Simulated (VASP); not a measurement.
# ZnO (Fm-3m) in VASP: notebook

ZnO is run at these levels: PBEsol, LDA, HSE06, r2SCAN; tasks: single point.

All numbers are computed with VASP 6.6.1; they aren't measurements. Logs are shortened: lines on timing, memory, paths and dates and some standing lists are left out, and cuts for length are marked.

**1. The cell of the first run**

Symmetry: Fm-3m, No. 225, cubic system. Conventional cell: a = 4.265 Å, b = 4.265 Å, c = 4.265 Å, α = 90.00°, β = 90.00°, γ = 90.00°. Within 2.8 Å of Zn (site symmetry m-3m) lie 6 O at 2.13 Å. Within 2.8 Å of O (site symmetry m-3m) lie 6 Zn at 2.13 Å.

**2. Single point, PBEsol**

The input, INCAR:

```
SYSTEM = ZnO
PREC = Accurate
ENCUT = 910
EDIFF = 1E-6
ISMEAR = -1
SIGMA = 0.02
LREAL = .False.
LASPH = .True.
NELM = 120
ALGO = Normal
ISIF = 2
LWAVE = .False.
LCHARG = .True.
GGA = PS
LELF = .True.
LVHAR = .True.
NBANDS = 16
GGA_COMPAT = .False.
```

The input, KPOINTS:

```
regular mesh
0
Gamma
  10 10 10
  0 0 0
```

The input, POSCAR:

```
ZnO
1.0
    0.0000000000      2.1324918211      2.1324918211
    2.1324918211      0.0000000000      2.1324918211
    2.1324918211      2.1324918211      0.0000000000
Zn O
1 1
Direct
    0.0000000000      0.0000000000      0.0000000000
    0.5000000000      0.5000000000      0.5000000000
```

Potentials or basis: VASP PAW PBE potentials, release 64 (Zn, O_h).

Started as:

```
cat potpaw_PBE.64/Zn/POTCAR potpaw_PBE.64/O_h/POTCAR > POTCAR
mpirun -np 1 vasp_std > vasp.out
```

OUTCAR:

```text
SYSTEM = ZnO
   PREC = Accurate
   ENCUT = 910
   EDIFF = 1E-6
   ISMEAR = -1
   LREAL = .False.
   LASPH = .True.
   NELM = 120
   ISIF = 2
   GGA = PS

 ion  position               nearest neighbor table
   1  0.000  0.000  0.000-   2 2.13   2 2.13   2 2.13   2 2.13   2 2.13   2 2.13
   2  0.500  0.500  0.500-   1 2.13   1 2.13   1 2.13   1 2.13   1 2.13   1 2.13

  LATTYP: Found a face centered cubic cell.
 ALAT       =     4.2649836422

  Lattice vectors:

 A1 = (   0.0000000000,   2.1324918211,   2.1324918211)
 A2 = (   2.1324918211,   0.0000000000,   2.1324918211)
 A3 = (   2.1324918211,   2.1324918211,   0.0000000000)

Analysis of symmetry for initial positions (statically):
=====================================================================
 Subroutine PRICEL returns:
 Original cell was already a primitive cell.

 Routine SETGRP: Setting up the symmetry group for a
 face centered cubic supercell.

 Subroutine GETGRP returns: Found 48 space group operations
 (whereof 48 operations were pure point group operations)
 out of a pool of 48 trial point group operations.

The static configuration has the point symmetry O_h .

Analysis of symmetry for dynamics (positions and initial velocities):
=====================================================================
 Subroutine PRICEL returns:
 Original cell was already a primitive cell.

 Routine SETGRP: Setting up the symmetry group for a
 face centered cubic supercell.

 Subroutine GETGRP returns: Found 48 space group operations
 (whereof 48 operations were pure point group operations)
 out of a pool of 48 trial point group operations.

The dynamic configuration has the point symmetry O_h .

 Subroutine INISYM returns: Found 48 space group operations
 (whereof 48 operations are pure point group operations),
 and found     1 'primitive' translations

----------------------------------------------------------------------------------------

                                     Primitive cell

  volume of cell :      19.3951

  direct lattice vectors                    reciprocal lattice vectors
     0.000000000  2.132491821  2.132491821    -0.234467488  0.234467488  0.234467488
     2.132491821  0.000000000  2.132491821     0.234467488 -0.234467488  0.234467488
     2.132491821  2.132491821  0.000000000     0.234467488  0.234467488 -0.234467488

  length of vectors
     3.015798855  3.015798855  3.015798855     0.406109602  0.406109602  0.406109602

  position of ions in fractional coordinates (direct lattice)
     0.000000000  0.000000000  0.000000000
     0.500000000  0.500000000  0.500000000

  ion indices of the primitive-cell ions
   primitive index   ion index
                 1           1
                 2           2

----------------------------------------------------------------------------------------

 KPOINTS: regular mesh

Automatic generation of k-mesh.
 Grid dimensions read from file:
 generate k-points for:   10   10   10

 Generating k-lattice:

  Cartesian coordinates                     Fractional coordinates (reciprocal lattice)
    -0.023446749  0.023446749  0.023446749     0.100000000  0.000000000  0.000000000
     0.023446749 -0.023446749  0.023446749     0.000000000  0.100000000  0.000000000
     0.023446749  0.023446749 -0.023446749     0.000000000  0.000000000  0.100000000

  Length of vectors
     0.040610960  0.040610960  0.040610960

  Shift w.r.t. Gamma in fractional coordinates (k-lattice)
     0.000000000  0.000000000  0.000000000

 Subroutine IBZKPT returns following result:
 ===========================================

 Found     47 irreducible k-points:

 Following reciprocal coordinates:
            Coordinates               Weight
  0.000000  0.000000  0.000000      1.000000
  0.100000  0.000000  0.000000      8.000000
  0.200000  0.000000  0.000000      8.000000
  0.300000  0.000000  0.000000      8.000000
  0.400000  0.000000  0.000000      8.000000
  0.500000  0.000000  0.000000      4.000000
[... 16 lines left out ...]
  0.300000  0.300000  0.000000      6.000000
  0.400000  0.300000  0.000000     24.000000
 [... further k-points ...]
   k-points           NKPTS =     47   k-points in BZ     NKDIM =     47   number of bands    NBANDS=     16
   number of dos      NEDOS =    301   number of ions     NIONS =      2
   total plane-waves  NPLWV =  27000
   dimension x,y,z NGX =    30 NGY =   30 NGZ =   30
   dimension x,y,z NGXF=    60 NGYF=   60 NGZF=   60
   ions per type =               1   1
   NGX,Y,Z   is equivalent  to a cutoff of  16.54, 16.54, 16.54 a.u.
   NGXF,Y,Z  is equivalent  to a cutoff of  33.08, 33.08, 33.08 a.u.
 SYSTEM =  ZnO
   PREC   = accura    normal or accurate (medium, high low for compatibility)
   ISTART =      0    job   : 0-new  1-cont  2-samecut
   ICHARG =      2    charge: 1-file 2-atom 10-const
   ISPIN  =      1    spin polarized calculation?
   LNONCOLLINEAR =      F non collinear calculations
   LSORBIT =      F    spin-orbit coupling
   LASPH  =      T    aspherical Exc in radial PAW
   ENCUT  =  910.0 eV  66.88 Ry    8.18 a.u.   7.42  7.42  7.42*2*pi/ulx,y,z
   NELM   =    120;   NELMIN=  2; NELMDL= -5     # of ELM steps
   EDIFF  = 0.1E-05   stopping-criterion for ELM
   LREAL  =      F    real-space projection
   EDIFFG = 0.1E-04   stopping-criterion for IOM
   NSW    =      0    number of steps for IOM
   IBRION =     -1    ionic relax: 0-MD 1-quasi-New 2-CG
   NFREE  =      0    steps in history (QN), initial steepest desc. (CG)
   ISIF   =      2    stress and relaxation
   ISYM   =      2    0-nonsym 1-usesym 2-fastsym
   POTIM  = 0.5000    time-step for ionic-motion
   TEBEG  =    0.0;   TEEND  =   0.0 temperature during run
   PSTRESS=    0.0 pullay stress
   NELECT =      18.0000    total number of electrons
   NUPDOWN=      -1.0000    fix difference up-down
   EMIN   =  10.00;   EMAX   =-10.00  energy-range for DOS
   EFERMI =   0.00;   METHOD = LEGACY
   ISMEAR =    -1;   SIGMA  =   0.02  broadening in eV -4-tet -1-fermi 0-gaus
   EFERMI_NEDOS =   21; number of points for ismear=-14 and -15
   IALGO  =     38    algorithm
   IMIX   =      4    mixing-type and parameters
     AMIX     =   0.40;   BMIX     =  1.00
     AMIX_MAG =   1.60;   BMIX_MAG =  1.00
  volume/ion in A,a.u.               =       9.70        65.44
  Fermi-wavevector in a.u.,A,eV,Ry     =   1.596865  3.017638 34.694569  2.549979
  Thomas-Fermi vector in A             =   2.694561
   LORBIT       =      0    0 simple, 1 ext, 2 COOP (PROOUT), +10 PAW based schemes
   GGA     = PS    functional components
   LHFCALC =     F    Hartree Fock is set to
   AEXX    =    0.0000 exact exchange contribution
   IVDW    =     0    specifies the selected vdW correction
   LEPSILON=     F    determine dielectric tensor
   LRPA    =     F    only Hartree local field effects (RPA)
 non-spin polarized calculation
  energy-cutoff  :      910.00
  volume of cell :       19.40
 maximum number of plane-waves:      1243
 NGX is ok and might be reduce to    30
   NGX = 15   NGY = 15   NGZ = 15

 number of electron      18.0000004 magnetization

 Free energy of the ion-electron system (eV)
  ---------------------------------------------------
  ext. energy  EPLUGINS =         0.00000000
  ---------------------------------------------------
  free energy    TOTEN  =        -9.49150377 eV

  energy without entropy =       -9.49150377  energy(sigma->0) =       -9.49150377

 E-fermi :   3.5491     XC(G=0): -12.6086

 val. band max:        3.0972712986   @ k =   0.5000   0.0000   0.0000
 cond. band min:       3.9401438542   @ k =   0.0000   0.0000   0.0000
 fundamental gap:      0.8428725556
 Fermi energy:         3.5490727653

 k-point     1 :       0.0000    0.0000    0.0000
  band No.  band energies     occupation
      1     -15.5637      2.00000
      2      -1.7814      2.00000
      3      -1.7814      2.00000
      4      -1.7814      2.00000
      5      -1.5580      2.00000
      6      -1.5580      2.00000
[... 8 lines left out ...]
     15      22.5143      0.00000
     16      22.5143      0.00000

 k-point     2 :       0.1000    0.0000    0.0000
  band No.  band energies     occupation
      1     -15.4489      2.00000
      2      -1.8692      2.00000
      3      -1.8000      2.00000
      4      -1.8000      2.00000
      5      -1.6527      2.00000
      6      -1.6527      2.00000
[... 8 lines left out ...]
     15      22.5913      0.00000
     16      22.5913      0.00000

 k-point     3 :       0.2000    0.0000    0.0000
  band No.  band energies     occupation
      1     -15.1308      2.00000
      2      -2.3129      2.00000
      3      -2.0896      2.00000
      4      -2.0896      2.00000
      5      -1.6038      2.00000
      6      -1.6038      2.00000
[... 8 lines left out ...]
     15      23.3854      0.00000
     16      23.3854      0.00000

 k-point     4 :       0.3000    0.0000    0.0000
  band No.  band energies     occupation
      1     -14.6952      2.00000
      2      -3.2449      2.00000
      3      -2.4366      2.00000
      4      -2.4366      2.00000
      5      -1.4819      2.00000
      6      -1.4819      2.00000
[... 8 lines left out ...]
     15      24.7985      0.00000
     16      24.7985      0.00000
[... 324 lines left out ...]
 k-point    22 :      -0.2000    0.2000    0.0000
  band No.  band energies     occupation
      1     -14.5803      2.00000
      2      -3.2390      2.00000
      3      -2.5306      2.00000
      4      -2.2777      2.00000
      5      -1.5640      2.00000
      6      -1.3396      2.00000
[... 8 lines left out ...]
     15      24.9749      0.00000
     16      26.0569      0.00000

 k-point    23 :       0.3000    0.3000    0.0000
  band No.  band energies     occupation
      1     -14.5270      2.00000
      2      -3.1924      2.00000
      3      -2.0781      2.00000
      4      -1.6222      2.00000
      5      -1.6222      2.00000
      6      -1.4200      2.00000
[... 8 lines left out ...]
     15      30.1849      0.00000
     16      31.4921      0.00000

 k-point    24 :       0.4000    0.3000    0.0000
  band No.  band energies     occupation
      1     -14.2785      2.00000
      2      -3.2167      2.00000
      3      -2.2168      2.00000
      4      -1.7581      2.00000
      5      -1.5310      2.00000
      6      -1.3124      2.00000
[... 8 lines left out ...]
     15      30.5592      0.00000
     16      31.0782      0.00000

 [... further k-points ...]
[... 5 lines left out ...]
  --------------------------------------------------------------------------------------
  -------------------------------------------------------------------------------------
  Total        0.1025321      0.1025321      0.1025321      0.0000000     -0.0000000     -0.0000000
  in kB        8.4698978      8.4698978      8.4698978      0.0000000     -0.0000000     -0.0000000
  external PRESSURE =       8.4698978 kB  Pullay stress =       0.0000000 kB

 VOLUME and BASIS-vectors are now :
 -----------------------------------------------------------------------------
  energy-cutoff  :      910.00
  volume of cell :       19.40
      direct lattice vectors                 reciprocal lattice vectors
     0.000000000  2.132491821  2.132491821    -0.234467488  0.234467488  0.234467488
     2.132491821  0.000000000  2.132491821     0.234467488 -0.234467488  0.234467488
     2.132491821  2.132491821  0.000000000     0.234467488  0.234467488 -0.234467488

 POSITION                                       TOTAL-FORCE (eV/Angst)
 -----------------------------------------------------------------------------------
      0.00000      0.00000      0.00000        -0.000000     -0.000000      0.000000
      2.13249      2.13249      2.13249         0.000000      0.000000     -0.000000
 -----------------------------------------------------------------------------------
    total drift:                                0.000000      0.000000      0.000000

  FREE ENERGIE OF THE ION-ELECTRON SYSTEM (eV)
  ---------------------------------------------------
  free  energy   TOTEN  =        -9.4915037699 eV

  energy  without entropy=       -9.4915037699  energy(sigma->0) =       -9.49150377
```

It used 23 s of CPU time on 1 thread of AMD EPYC 7R13 Processor (Zen 3), on a shared host.

Results:

| Item | Value |
| --- | --- |
| Free energy | -9.4915 eV |
| Pressure | 0.8 GPa |
| Band gap on the k mesh | 0.84 eV, indirect (least direct gap 2.27 eV) |

Caveat: the cutoff is under 1.25 times the usual one of these potentials, so pressure, stress and relaxed cells hold a basis-set (Pulay) error; the PAW data sets were made with another functional, which shifts forces and pressure a little.

**3. Single point, LDA**

This run uses another cell than the first one, of 9.35 Å³/atom, 0.964 times its volume.

The input, INCAR:

```
SYSTEM = ZnO
ALGO = Normal ; EDIFF = 1E-6
ENCUT = 910 ; GGA = CA
GGA_COMPAT = .FALSE. ; ISIF = 2
ISMEAR = -1 ; LASPH = .TRUE.
LCHARG = .FALSE. ; LREAL = .FALSE.
LWAVE = .FALSE. ; NBANDS = 16
NELM = 120 ; PREC = Accurate
SIGMA = 0.02
```

The input, KPOINTS:

```
k-points
0
G
  10 10 10
  0 0 0
```

The input, POSCAR:

```
ZnO
1.0
    0.0000000000      2.1064906873      2.1064906873
    2.1064906873      0.0000000000      2.1064906873
    2.1064906873      2.1064906873      0.0000000000
Zn O
1 1
Direct
    0.0000000000      0.0000000000      0.0000000000
    0.5000000000      0.5000000000      0.5000000000
```

Potentials or basis: VASP PAW LDA potentials, release 64 (Zn, O_h).

Started as:

```
cat potpaw_LDA.64/Zn/POTCAR potpaw_LDA.64/O_h/POTCAR > POTCAR
mpirun -np 1 vasp_std > vasp.out
```

Run time: 34 s. Hardware: 1 thread of Intel Xeon Platinum 8259CL at 2.50GHz (Skylake/Cascade Lake), shared host; peak memory 0.17 GiB.

The run converged. Its results:

```yaml
Free_energy: -10.3701 eV
Pressure: 1.2 GPa
Band_gap_on_the_k_mesh: 1.11 eV, indirect (least direct gap 2.66 eV)
```

Levels at points of the mesh, in eV from the valence-band top:
```csv
k point,band 6,band 7,band 8,band 9,band 10,band 11,band 12,band 13
"(0.00, 0.00, 0.00)",-4.82,-1.55,-1.55,-1.55,1.11,18.12,18.12,18.12
"(0.50, 0.00, 0.00)",-4.58,-3.74,0.00,0.00,5.40,9.37,12.81,12.81
"(0.50, 0.50, 0.00)",-4.46,-4.05,-3.09,-3.09,4.22,10.82,11.24,15.65
```

Caveat: the cutoff is under 1.25 times the usual one of these potentials, so pressure, stress and relaxed cells hold a basis-set (Pulay) error.

**4. Single point, HSE06**

This run uses another cell than the first one, of 9.76 Å³/atom, 1.006 times its volume.

The input, POSCAR:

```
ZnO
1.0
    0.0000000000      2.1370676245      2.1370676245
    2.1370676245      0.0000000000      2.1370676245
    2.1370676245      2.1370676245      0.0000000000
Zn O
1 1
Direct
    0.0000000000      0.0000000000      0.0000000000
    0.5000000000      0.5000000000      0.5000000000
```

The input, INCAR.step1:

```
SYSTEM = ZnO
PREC = Accurate
ENCUT = 520
EDIFF = 1E-5
ISMEAR = -1
SIGMA = 0.02
LREAL = .FALSE.
LASPH = .TRUE.
NELM = 100
ALGO = Normal
ISIF = 2
LWAVE = .TRUE.
LCHARG = .FALSE.
GGA = PE
NBANDS = 16
```

The input, INCAR.step2:

```
SYSTEM = ZnO
PREC = Accurate
ENCUT = 520
EDIFF = 1E-6
ISMEAR = -1
SIGMA = 0.02
LREAL = .FALSE.
LASPH = .TRUE.
NELM = 100
ALGO = Normal
ISIF = 2
LWAVE = .FALSE.
LCHARG = .FALSE.
GGA = PE
LHFCALC = .TRUE.
HFSCREEN = 0.2079
PRECFOCK = Normal
ISTART = 1
NBANDS = 16
```

The input, KPOINTS:

```
regular mesh
0
G
  6 6 6
  0 0 0
```

Potentials or basis: VASP PAW PBE potentials, release 64 (Zn, O).

Started as:

```
cat potpaw_PBE.64/Zn/POTCAR potpaw_PBE.64/O/POTCAR > POTCAR
cp INCAR.step1 INCAR
mpirun -np 1 vasp_std > vasp.out
cp INCAR.step2 INCAR
mpirun -np 1 vasp_std > vasp.out
```

Run time: 14 min. Hardware: 1 thread of Intel Xeon Platinum 8488C (Sapphire Rapids), shared host; peak memory 0.25 GiB.

It converged, with:

- Free energy: -11.0964 eV
- Pressure: 1.5 GPa
- Band gap on the k mesh: 2.65 eV, indirect (least direct gap 3.87 eV)

Levels at points of the mesh, in eV from the valence-band top:
```tsv
k point	band 6	band 7	band 8	band 9	band 10	band 11	band 12	band 13
(0.00, 0.00, 0.00)	-5.84	-1.22	-1.22	-1.22	2.65	20.04	20.04	20.04
(0.50, 0.00, 0.00)	-5.55	-4.31	0.00	0.00	7.24	11.62	15.02	15.02
(0.50, 0.50, 0.00)	-5.43	-5.16	-2.79	-2.79	6.34	13.00	13.04	18.05
```

Caveat: the k points lie up to 0.42 Å⁻¹ apart; the PAW data sets were made with another functional, which shifts forces and pressure a little.

**5. Single point, r2SCAN**

The input, POSCAR:

```
ZnO
1.0
    0.0000000000      2.1337703972      2.1337703972
    2.1337703972      0.0000000000      2.1337703972
    2.1337703972      2.1337703972      0.0000000000
Zn O
1 1
Direct
    0.0000000000      0.0000000000      0.0000000000
    0.5000000000      0.5000000000      0.5000000000
```

The input, INCAR.step1:

```
ALGO = Normal
EDIFF = 1E-5
ENCUT = 910
GGA = PE
GGA_COMPAT = F
ISMEAR = -1
LASPH = T
LCHARG = F
LREAL = F
LWAVE = T
NBANDS = 16
NELM = 120
PREC = Accurate
SIGMA = 0.02
```

The input, INCAR.step2:

```
ALGO = Normal
EDIFF = 1E-6
ENCUT = 910
GGA_COMPAT = F
ISIF = 2
ISMEAR = -1
ISTART = 1
LASPH = T
LCHARG = F
LMIXTAU = T
LREAL = F
LWAVE = F
METAGGA = R2SCAN
NBANDS = 16
NELM = 120
PREC = Accurate
SIGMA = 0.02
```

The input, KPOINTS:

```
k-points
0
Gamma
  10 10 10
```

Potentials or basis: VASP PAW PBE potentials, release 64 (Zn, O_h).

Started as:

```
cat potpaw_PBE.64/Zn/POTCAR potpaw_PBE.64/O_h/POTCAR > POTCAR
cp INCAR.step1 INCAR
mpirun -np 1 vasp_std > vasp.out
cp INCAR.step2 INCAR
mpirun -np 1 vasp_std > vasp.out
```

Run time: 74 s. Hardware: 1 thread of Intel Xeon 6975P-C (Granite Rapids), shared host; peak memory 0.19 GiB.

It converged, with:

```yaml
Free_energy: -17.9619 eV
Pressure: 1.1 GPa
Band_gap_on_the_k_mesh: 1.55 eV, indirect (least direct gap 2.99 eV)
```

Levels at points of the mesh, in eV from the valence-band top:
```csv
k point,band 5,band 6,band 7,band 8,band 9,band 10,band 11,band 12,band 13,band 14
"(0.00, 0.00, 0.00)",-4.72,-4.72,-1.44,-1.44,-1.44,1.55,18.84,18.84,18.84,19.31
"(0.50, 0.00, 0.00)",-4.50,-4.50,-3.64,0.00,0.00,6.20,10.06,13.80,13.80,20.38
"(0.50, 0.50, 0.00)",-4.38,-4.38,-4.09,-2.90,-2.90,5.04,11.70,11.97,16.66,16.66
```

Caveat: the cutoff is under 1.25 times the usual one of these potentials, so pressure, stress and relaxed cells hold a basis-set (Pulay) error; the PAW data sets were made with another functional, which shifts forces and pressure a little. A k mesh can miss the band edges.

[end of part 1 of 2]
